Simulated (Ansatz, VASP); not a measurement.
One calculation of ZnS, two programs

Contents of INCAR:

```
SYSTEM = ZnS
PREC     = Accurate       ! precision mode
ENCUT    = 520            ! plane-wave cutoff, eV
EDIFF    = 1E-6           ! SCF threshold, eV
ISMEAR   = 0              ! smearing method
SIGMA    = 0.1            ! smearing width, eV
LREAL    = .FALSE.        ! projectors in reciprocal space
LASPH    = .TRUE.         ! aspherical terms in the spheres
NELM     = 100            ! most SCF steps
ALGO     = Normal         ! electronic algorithm
ISIF     = 2              ! what is computed and relaxed
LWAVE    = .FALSE.        ! write WAVECAR
LCHARG   = .FALSE.        ! write CHGCAR
NBANDS   = 16             ! bands
```

The input KPOINTS:

```
Automatic mesh
0
G
  6 6 6
  0 0 0
```

The input POSCAR:

```
ZnS
1.0
    0.0000000000      2.6936828800      2.6936828800
    2.6936828800      0.0000000000      2.6936828800
    2.6936828800      2.6936828800      0.0000000000
Zn S
1 1
Direct
    0.0000000000      0.0000000000      0.0000000000
    0.7500000000      0.7500000000      0.7500000000
```

Input for Ansatz:

```yaml
crystal:
  lattice:
    - [0.0, 2.69368288, 2.69368288]
    - [2.69368288, 0.0, 2.69368288]
    - [2.69368288, 2.69368288, 0.0]
  atoms:
    - { symbol: Zn, position: [0.0, 0.0, 0.0] }
    - { symbol: S, position: [0.75, 0.75, 0.75] }
basis:
  ecutwfc: 420
kpoints:
  mp_grid: { grid: [6, 6, 6] }
hamiltonian:
  xc: lda
  pseudopotentials: { kind: paw, azcp: { folder: soft_1 } }
scf:
  occupations: { method: gaussian, width: 0.1 }
output:
  forces: true
  stress: true
  eigenvalues: true
```

Alike in both runs: task single point; functional LDA; k mesh 6 × 6 × 6; occupations gaussian, width 0.1 eV; no spin polarisation.

```csv
,VASP,Ansatz
version,VASP 6.6.1,Ansatz 0.2.0
potentials or method,"VASP PAW LDA potentials, release 64 (Zn, S), cutoff 520 eV","scalar-relativistic, plane waves, PAW"
valence electrons in the cell,18,18
```

```tsv
	VASP	Ansatz	Ansatz less VASP
gap on the k mesh at the Fermi level (eV)	1.93	1.89	-0.037
least direct gap on the mesh (eV)	1.93	1.89	-0.037
pressure (GPa)	-3.7	-3.9	-0.22
```

Ansatz warns that its potentials were made for another functional, while VASP's fit it. LDA's correlation is that of Perdew and Zunger in VASP and of Perdew and Wang (1992) in Ansatz.
